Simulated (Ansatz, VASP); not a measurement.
## One calculation of HfC, two programs

```xyz
2
Lattice="0.0000 2.3556 2.3556 2.3556 0.0000 2.3556 2.3556 2.3556 0.0000" Properties=species:S:1:pos:R:3 pbc="T T T"
Hf    2.3556    2.3556    2.3556
C     0.0000    0.0000    0.0000
```

Change from the starting cell: volume scaled by 1.04.

Alike in both runs: task single point; functional PBE; k mesh 15 × 15 × 15; occupations fermi-dirac, width 0.05 eV; no spin polarisation.

```csv
,VASP,Ansatz
version,VASP 6.6.1,Ansatz 0.2.0
potentials or method,"VASP PAW PBE potentials, release 64 (Hf_pv, C), cutoff 520 eV","all-electron LAPW, scalar-relativistic"
```

Ansatz gave:

- pressure (GPa): -8.3

Task: What did VASP give for the same quantities?

Result: Pressure (GPa): -9.1.

Ansatz ran all-electron here, and VASP with PAW potentials.

Neither program's run includes spin-orbit coupling.
